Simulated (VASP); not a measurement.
# P (Im-3m) in VASP: a series of runs

Runs on P. Level: PBEsol+D4. Tasks: single point.

Everything below comes from runs of VASP 6.6.1. Logs are shortened: lines on timing, memory, paths and dates and some standing lists are left out, and cuts for length are marked.

## (1) The cell of the first run

Symmetry: Im-3m, No. 229, cubic system. The conventional cell has a = 2.745 Å, b = 2.745 Å, c = 2.745 Å, α = 90.00°, β = 90.00°, γ = 90.00°. Within 3.1 Å of P (site symmetry m-3m) lie 14 P at 2.38 to 2.75 Å.

This isn't the form of P at room conditions, which is orthorhombic.

## (2) Single point, PBEsol+D4

File INCAR:

```
PREC = Accurate ; ENCUT = 500
EDIFF = 1E-6 ; ISMEAR = 0
SIGMA = 0.1 ; LREAL = F
LASPH = T ; NELM = 120
ALGO = Normal ; ISIF = 2
LWAVE = F ; LCHARG = T
GGA = PS ; IVDW = 13
LELF = T ; LVHAR = T
NBANDS = 8 ; GGA_COMPAT = F
```

File KPOINTS:

```
Automatic mesh
0
Gamma
  24 24 24
```

File POSCAR:

```
P
1.0
   -1.3725939835      1.3725939835      1.3725939835
    1.3725939835     -1.3725939835      1.3725939835
    1.3725939835      1.3725939835     -1.3725939835
P
1
Direct
    0.0000000000      0.0000000000      0.0000000000
```

Potentials or basis: VASP PAW PBE potentials, release 64 (P).

On the command line:

```sh
> cat potpaw_PBE.64/P/POTCAR > POTCAR
> mpirun -np 1 vasp_std > vasp.out
```

OUTCAR:

```text
PREC = Accurate
   ENCUT = 500
   EDIFF = 1E-6
   ISMEAR = 0
   LREAL = F
   LASPH = T
   NELM = 120
   ISIF = 2
   GGA = PS
   IVDW = 13

 ion  position               nearest neighbor table
   1  0.000  0.000  0.000-

  LATTYP: Found a body centered cubic cell.
 ALAT       =     2.7451879670

  Lattice vectors:

 A1 = (  -1.3725939835,   1.3725939835,   1.3725939835)
 A2 = (   1.3725939835,  -1.3725939835,   1.3725939835)
 A3 = (   1.3725939835,   1.3725939835,  -1.3725939835)

Analysis of symmetry for initial positions (statically):
=====================================================================
 Subroutine PRICEL returns:
 Original cell was already a primitive cell.

 Routine SETGRP: Setting up the symmetry group for a
 body centered cubic supercell.

 Subroutine GETGRP returns: Found 48 space group operations
 (whereof 48 operations were pure point group operations)
 out of a pool of 48 trial point group operations.

The static configuration has the point symmetry O_h .

Analysis of symmetry for dynamics (positions and initial velocities):
=====================================================================
 Subroutine PRICEL returns:
 Original cell was already a primitive cell.

 Routine SETGRP: Setting up the symmetry group for a
 body centered cubic supercell.

 Subroutine GETGRP returns: Found 48 space group operations
 (whereof 48 operations were pure point group operations)
 out of a pool of 48 trial point group operations.

The dynamic configuration has the point symmetry O_h .

 Subroutine INISYM returns: Found 48 space group operations
 (whereof 48 operations are pure point group operations),
 and found     1 'primitive' translations

----------------------------------------------------------------------------------------

                                     Primitive cell

  volume of cell :      10.3439

  direct lattice vectors                    reciprocal lattice vectors
    -1.372593984  1.372593984  1.372593984     0.000000000  0.364273781  0.364273781
     1.372593984 -1.372593984  1.372593984     0.364273781  0.000000000  0.364273781
     1.372593984  1.372593984 -1.372593984     0.364273781  0.364273781  0.000000000

  length of vectors
     2.377402518  2.377402518  2.377402518     0.515160921  0.515160921  0.515160921

  position of ions in fractional coordinates (direct lattice)
     0.000000000  0.000000000  0.000000000

  ion indices of the primitive-cell ions
   primitive index   ion index
                 1           1

----------------------------------------------------------------------------------------

 KPOINTS: Automatic mesh

Automatic generation of k-mesh.
 Grid dimensions read from file:
 generate k-points for:   24   24   24

 Generating k-lattice:

  Cartesian coordinates                     Fractional coordinates (reciprocal lattice)
     0.000000000  0.015178074  0.015178074     0.041666667  0.000000000  0.000000000
     0.015178074  0.000000000  0.015178074     0.000000000  0.041666667  0.000000000
     0.015178074  0.015178074  0.000000000     0.000000000  0.000000000  0.041666667

  Length of vectors
     0.021465038  0.021465038  0.021465038

  Shift w.r.t. Gamma in fractional coordinates (k-lattice)
     0.000000000  0.000000000  0.000000000

 Subroutine IBZKPT returns following result:
 ===========================================

 Found    413 irreducible k-points:

 Following reciprocal coordinates:
            Coordinates               Weight
  0.000000  0.000000  0.000000      1.000000
  0.041667  0.000000  0.000000     12.000000
  0.083333  0.000000  0.000000     12.000000
  0.125000  0.000000  0.000000     12.000000
  0.166667  0.000000  0.000000     12.000000
  0.208333  0.000000  0.000000     12.000000
[... 16 lines left out ...]
  0.416667  0.041667  0.000000     48.000000
  0.458333  0.041667 -0.000000     48.000000
 [... further k-points ...]
   k-points           NKPTS =    413   k-points in BZ     NKDIM =    413   number of bands    NBANDS=      8
   number of dos      NEDOS =    301   number of ions     NIONS =      1
   total plane-waves  NPLWV =   5832
   dimension x,y,z NGX =    18 NGY =   18 NGZ =   18
   dimension x,y,z NGXF=    36 NGYF=   36 NGZF=   36
   ions per type =               1
   NGX,Y,Z   is equivalent  to a cutoff of  12.59, 12.59, 12.59 a.u.
   NGXF,Y,Z  is equivalent  to a cutoff of  25.17, 25.17, 25.17 a.u.
 SYSTEM =  unknown system
   PREC   = accura    normal or accurate (medium, high low for compatibility)
   ISTART =      0    job   : 0-new  1-cont  2-samecut
   ICHARG =      2    charge: 1-file 2-atom 10-const
   ISPIN  =      1    spin polarized calculation?
   LNONCOLLINEAR =      F non collinear calculations
   LSORBIT =      F    spin-orbit coupling
   LASPH  =      T    aspherical Exc in radial PAW
   ENCUT  =  500.0 eV  36.75 Ry    6.06 a.u.   4.33  4.33  4.33*2*pi/ulx,y,z
   NELM   =    120;   NELMIN=  2; NELMDL= -5     # of ELM steps
   EDIFF  = 0.1E-05   stopping-criterion for ELM
   LREAL  =      F    real-space projection
   EDIFFG = 0.1E-04   stopping-criterion for IOM
   NSW    =      0    number of steps for IOM
   IBRION =     -1    ionic relax: 0-MD 1-quasi-New 2-CG
   NFREE  =      0    steps in history (QN), initial steepest desc. (CG)
   ISIF   =      2    stress and relaxation
   ISYM   =      2    0-nonsym 1-usesym 2-fastsym
   POTIM  = 0.5000    time-step for ionic-motion
   TEBEG  =    0.0;   TEEND  =   0.0 temperature during run
   PSTRESS=    0.0 pullay stress
   NELECT =       5.0000    total number of electrons
   NUPDOWN=      -1.0000    fix difference up-down
   EMIN   =  10.00;   EMAX   =-10.00  energy-range for DOS
   EFERMI =   0.00;   METHOD = LEGACY
   ISMEAR =     0;   SIGMA  =   0.10  broadening in eV -4-tet -1-fermi 0-gaus
   EFERMI_NEDOS =   21; number of points for ismear=-14 and -15
   IALGO  =     38    algorithm
   IMIX   =      4    mixing-type and parameters
     AMIX     =   0.40;   BMIX     =  1.00
     AMIX_MAG =   1.60;   BMIX_MAG =  1.00
  volume/ion in A,a.u.               =      10.34        69.80
  Fermi-wavevector in a.u.,A,eV,Ry     =   1.284802  2.427923 22.459344  1.650715
  Thomas-Fermi vector in A             =   2.416974
   LORBIT       =      0    0 simple, 1 ext, 2 COOP (PROOUT), +10 PAW based schemes
   GGA     = PS    functional components
   LHFCALC =     F    Hartree Fock is set to
   AEXX    =    0.0000 exact exchange contribution
   IVDW    =    13    specifies the selected vdW correction
   LEPSILON=     F    determine dielectric tensor
   LRPA    =     F    only Hartree local field effects (RPA)
 non-spin polarized calculation
 Gauss-broadening in eV      SIGMA  =   0.10
  energy-cutoff  :      500.00
  volume of cell :       10.34
 maximum number of plane-waves:       276
 NGX is ok and might be reduce to    18
   NGX =  9   NGY =  9   NGZ =  9

 number of electron       5.0000002 magnetization

 Free energy of the ion-electron system (eV)
  ---------------------------------------------------
  ext. energy  EPLUGINS =         0.00000000
  ---------------------------------------------------
  free energy    TOTEN  =        -4.78092505 eV

  energy without entropy =       -4.77914734  energy(sigma->0) =       -4.78003620

 E-fermi :  15.3380     XC(G=0): -13.0574

 val. band max:       15.3287280704   @ k =  -0.2500   0.2500   0.0417
 cond. band min:      15.3518991141   @ k =  -0.2083   0.3333   0.0833
 fundamental gap:      0.0231710436
 Fermi energy:        15.3379983293

 k-point     1 :       0.0000    0.0000    0.0000
  band No.  band energies     occupation
      1      -5.0758      2.00000
      2      26.1186      0.00000
      3      26.1186      0.00000
      4      26.1186      0.00000
      5      28.1656      0.00000
      6      28.1656      0.00000
      7      28.1656      0.00000
      8      32.9683      0.00000

 k-point     2 :       0.0417    0.0000    0.0000
  band No.  band energies     occupation
      1      -5.0098      2.00000
      2      25.2987      0.00000
      3      25.5009      0.00000
      4      26.0390      0.00000
      5      27.9478      0.00000
      6      28.6206      0.00000
      7      28.8970      0.00000
      8      32.3956      0.00000

 k-point     3 :       0.0833    0.0000    0.0000
  band No.  band energies     occupation
      1      -4.8121      2.00000
      2      23.6460      0.00000
      3      24.4732      0.00000
      4      25.8072      0.00000
      5      27.3791      0.00000
      6      29.1165      0.00000
      7      30.2648      0.00000
      8      31.6124      0.00000

 k-point     4 :       0.1250    0.0000    0.0000
  band No.  band energies     occupation
      1      -4.4829      2.00000
      2      21.6724      0.00000
      3      23.4634      0.00000
      4      25.4467      0.00000
      5      26.6227      0.00000
      6      28.9489      0.00000
      7      31.5519      0.00000
      8      31.8389      0.00000

 k-point     5 :       0.1667    0.0000    0.0000
  band No.  band energies     occupation
      1      -4.0228      2.00000
      2      19.5585      0.00000
      3      22.5391      0.00000
      4      24.9977      0.00000
      5      25.8086      0.00000
      6      28.3055      0.00000
      7      32.0969      0.00000
      8      32.7693      0.00000
[... 177 lines left out ...]
 k-point    22 :       0.3750    0.0417   -0.0000
  band No.  band energies     occupation
      1       0.8503      2.00000
      2       8.4509      2.00000
      3      18.8992      0.00000
      4      21.3688      0.00000
      5      23.9360      0.00000
      6      25.8522      0.00000
      7      35.4311      0.00000
      8      37.6271      0.00000

 k-point    23 :       0.4167    0.0417    0.0000
  band No.  band energies     occupation
      1       2.1301      2.00000
      2       6.7099      2.00000
      3      18.6753      0.00000
      4      21.1458      0.00000
      5      23.7231      0.00000
      6      25.6439      0.00000
      7      36.4077      0.00000
      8      38.2244      0.00000

 k-point    24 :       0.4583    0.0417   -0.0000
  band No.  band energies     occupation
      1       3.5143      2.00000
      2       5.0943      2.00000
      3      18.5633      0.00000
      4      21.0335      0.00000
      5      23.6157      0.00000
      6      25.5389      0.00000
      7      37.3099      0.00000
      8      38.2308      0.00000

 [... further k-points ...]

------------------------ aborting loop because EDIFF is reached ----------------------------------------

  DFT-D4 for vdW energy calculation

  Edisp (eV):   -0.38806

  FORCE on cell =-STRESS in cart. coord.  units (eV):
  Direction    XX          YY          ZZ          XY          YZ          ZX
  --------------------------------------------------------------------------------------
  -------------------------------------------------------------------------------------
  Total       3.10460     3.10460     3.10460     0.00000    -0.00000    -0.00000
  in kB     480.87193   480.87193   480.87193     0.00000    -0.00000    -0.00000
  external pressure =      480.87 kB  Pullay stress =        0.00 kB

 VOLUME and BASIS-vectors are now :
 -----------------------------------------------------------------------------
  energy-cutoff  :      500.00
  volume of cell :       10.34
      direct lattice vectors                 reciprocal lattice vectors
    -1.372593984  1.372593984  1.372593984     0.000000000  0.364273781  0.364273781
     1.372593984 -1.372593984  1.372593984     0.364273781  0.000000000  0.364273781
     1.372593984  1.372593984 -1.372593984     0.364273781  0.364273781  0.000000000

 POSITION                                       TOTAL-FORCE (eV/Angst)
 -----------------------------------------------------------------------------------
      0.00000      0.00000      0.00000         0.000000     -0.000000      0.000000
 -----------------------------------------------------------------------------------
    total drift:                                0.000000      0.000000      0.000000

  FREE ENERGIE OF THE ION-ELECTRON SYSTEM (eV)
  ---------------------------------------------------
  free  energy   TOTEN  =        -5.1689832735 eV

  energy  without entropy=       -5.1672055588  energy(sigma->0) =       -5.16809442
```

Run time: 9.3 s. Hardware: 1 thread of Intel Xeon 6975P-C (Granite Rapids), shared host; peak memory 0.13 GiB.

What came out:

| Item | Value |
| --- | --- |
| Free energy | -5.1690 eV |
| Pressure | 48.1 GPa |
| Band gap on the k mesh | zero (an odd number of electrons rules out a gap without spin polarisation) |
| Dispersion energy per atom | -0.388 eV |

Caveat: the cell stands under pressure; the PAW data sets were made with another functional, which shifts forces and pressure a little.

## (3) Single point, PBEsol+D4

File INCAR:

```
SYSTEM = P
  PREC = Accurate
  ENCUT = 500
  EDIFF = 1E-6
  ISMEAR = 0
  SIGMA = 0.1
  LREAL = .False.
  LASPH = .True.
  NELM = 120
  ALGO = Normal
  ISIF = 2
  LWAVE = .False.
  LCHARG = .False.
  GGA = PS
  IVDW = 13
  NBANDS = 8
  GGA_COMPAT = .False.
```

File KPOINTS:

```
Automatic mesh
0
Gamma
  24 24 24
  0 0 0
```

POSCAR is that of step 2.

Potentials or basis: VASP PAW PBE potentials, release 64 (P).

On the command line:

```sh
> cat potpaw_PBE.64/P/POTCAR > POTCAR
> mpirun -np 1 vasp_std > vasp.out
```

Wall time 9 s (1 thread of Intel Xeon 6975P-C (Granite Rapids), shared host); peak memory 0.13 GiB.

Results (log left out):

| Property | Result |
| --- | --- |
| Free energy | -5.1690 eV |
| Pressure | 48.1 GPa |
| Band gap on the k mesh | zero (an odd number of electrons rules out a gap without spin polarisation) |
| Dispersion energy per atom | -0.388 eV |

Levels at points of the mesh, in eV from the Fermi level:
| k point | band 1 | band 2 | band 3 | band 4 | band 5 | band 6 | band 7 | band 8 |
| --- | --- | --- | --- | --- | --- | --- | --- | --- |
| (0.00, 0.00, 0.00) | -20.41 | 10.78 | 10.78 | 10.78 | 12.83 | 12.83 | 12.83 | 17.63 |
| (0.50, 0.00, 0.00) | -11.31 | -10.88 | 3.68 | 6.80 | 7.09 | 9.67 | 22.46 | 23.25 |
| (0.50, 0.50, 0.50) | -3.56 | -3.56 | -3.56 | -1.34 | 0.38 | 0.38 | 27.99 | 27.99 |

Caveat: the cell stands under pressure; the PAW data sets were made with another functional, which shifts forces and pressure a little.
